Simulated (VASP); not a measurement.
NaF:

```xyz
2
Lattice="0.0000 2.2972 2.2972 2.2972 0.0000 2.2972 2.2972 2.2972 0.0000" Properties=species:S:1:pos:R:3 pbc="T T T"
Na    0.0000    0.0000    0.0000
F     2.2972    2.2972    2.2972
```

Program: VASP 6.6.1. Alike in all runs: task single point; potentials or basis VASP PAW PBE potentials, release 64 (Na_pv, F); no spin polarisation; cell as given; cutoff (eV) 520; smearing gaussian 0.01 eV.

**Question.** Order these runs on this cell by their pressure, lowest first.
A. level PBE-based screened hybrid with 20 % exact exchange; k mesh 4 × 4 × 4; grid for exact exchange (PRECFOCK) Normal; share of exact exchange 0.2; screening parameter 0.1 1/Å
B. level PBE-based screened hybrid with 75 % exact exchange; k mesh 4 × 4 × 4; grid for exact exchange (PRECFOCK) Normal; share of exact exchange 0.75; screening parameter 0.3 1/Å
C. level PBE; k mesh 6 × 6 × 6

**Answer.** B (-1.7 GPa), A (1.9 GPa), C (3.5 GPa).

Caveats: some runs use coarse meshes; the PAW data sets were made with another functional, which shifts forces and pressure a little (at least some runs); the cell stands under pressure (at least some runs).
